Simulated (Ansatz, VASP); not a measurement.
# One calculation of Si, two programs

The input INCAR:

```
PREC = Accurate
ENCUT = 520
EDIFF = 1E-6
ISMEAR = -1
SIGMA = 0.05
LREAL = False
LASPH = True
NELM = 80
ALGO = Normal
ISIF = 2
LWAVE = False
LCHARG = False
GGA = RP
NBANDS = 11
```

KPOINTS

```
regular mesh
0
Gamma
  9 9 9
```

Contents of POSCAR:

```
Si
1.0
    0.0000000000      2.7878096898      2.7878096898
    2.7878096898      0.0000000000      2.7878096898
    2.7878096898      2.7878096898      0.0000000000
Si
2
Direct
    0.5000000000      0.5000000000      0.5000000000
    0.7500000000      0.7500000000      0.7500000000
```

Input for Ansatz:

```yaml
crystal:
  lattice:
    - [0.0, 2.7878096898, 2.7878096898]
    - [2.7878096898, 0.0, 2.7878096898]
    - [2.7878096898, 2.7878096898, 0.0]
  atoms:
    - { symbol: Si, position: [0.5, 0.5, 0.5] }
    - { symbol: Si, position: [0.75, 0.75, 0.75] }
hamiltonian:
  xc: rpbe
  pseudopotentials:
    kind: paw
    azcp:
      Si: "pseudopotentials/Si.paw.azcp"
basis:
  ecutwfc: 420
  fft_grid_basis: typed
kpoints:
  mp_grid: { grid: [9, 9, 9], shift: [0, 0, 0] }
magnetization:
  spin_polarized: false
scf:
  occupations: { method: fermi_dirac, width: 0.05 }
output:
  stress: true
```

Alike in both runs: task single point; functional RPBE; k mesh 9 × 9 × 9; occupations fermi-dirac, width 0.05 eV; no spin polarisation.

|  | VASP | Ansatz |
| --- | --- | --- |
| version | VASP 6.6.1 | Ansatz 0.2.0 |
| potentials or method | VASP PAW PBE potentials, release 64 (Si), cutoff 520 eV | plane waves (420 eV) with PAW, scalar-relativistic |
| valence electrons in the cell | 8 | 8 |

|  | VASP | Ansatz | Ansatz less VASP |
| --- | --- | --- | --- |
| pressure (GPa) | -3.3 | -3.1 | +0.20 |

VASP's potentials were made for PBE, not for RPBE. The functional is the same, so the differences come from potentials, cutoffs and numerics.
